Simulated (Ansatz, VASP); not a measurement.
**One calculation of ZnSe, two programs**

File INCAR:

```
PREC = Accurate
ENCUT = 500
EDIFF = 1E-6
ISMEAR = -1
SIGMA = 0.05
LREAL = False
LASPH = True
NELM = 120
ALGO = Normal
ISIF = 2
LWAVE = False
LCHARG = False
GGA = LIBXC
LIBXC1 = GGA_X_B88
LIBXC2 = GGA_C_PBE
NBANDS = 16
GGA_COMPAT = False
```

KPOINTS

```
Automatic mesh
0
Gamma
  8 8 8
```

File POSCAR:

```
ZnSe
1.0
    0.0000000000      2.8525674344      2.8525674344
    2.8525674344      0.0000000000      2.8525674344
    2.8525674344      2.8525674344      0.0000000000
Se Zn
1 1
Direct
    0.7500000000      0.7500000000      0.7500000000
    0.0000000000      0.0000000000      0.0000000000
```

The input input.yaml:

```yaml
crystal:
  lattice:
    - [0.0, 2.8525674344, 2.8525674344]
    - [2.8525674344, 0.0, 2.8525674344]
    - [2.8525674344, 2.8525674344, 0.0]
  atoms:
    - { symbol: Se, position: [0.75, 0.75, 0.75] }
    - { symbol: Zn, position: [0.0, 0.0, 0.0] }
hamiltonian:
  xc: { exchange: b88, correlation: pbe }
  pseudopotentials: { kind: paw }
kpoints:
  mp_grid: { grid: [8, 8, 8] }
scf:
  occupations: { method: fermi_dirac, width: 0.05 }
output:
  forces: true
  stress: true
  eigenvalues: true
  write_density: true
  write_potential: true
  elf: true
  volumetric_format: npy
```

Alike in both runs: task single point; functional b88 exchange, pbe correlation; k mesh 8 × 8 × 8; occupations fermi-dirac, width 0.05 eV; no spin polarisation.

```csv
,VASP,Ansatz
version,VASP 6.6.1,Ansatz 0.2.0
potentials or method,"VASP PAW PBE potentials, release 64 (Se, Zn)",Ansatz PAW
plane-wave cutoff (eV),500,420
valence electrons in the cell,18,28
```

|  | VASP | Ansatz | Ansatz less VASP |
| --- | --- | --- | --- |
| gap on the k mesh at the Fermi level (eV) | 1.21 | 1.20 | -0.004 |
| least direct gap on the mesh (eV) | 1.21 | 1.20 | -0.004 |
| pressure (GPa) | 0.9 | 0.7 | -0.20 |

VASP's potentials were made for PBE, not for b88 exchange, pbe correlation. VASP's potentials hold 18 valence electrons a cell and Ansatz's 28, so a difference there can come from the potentials and not from the codes.
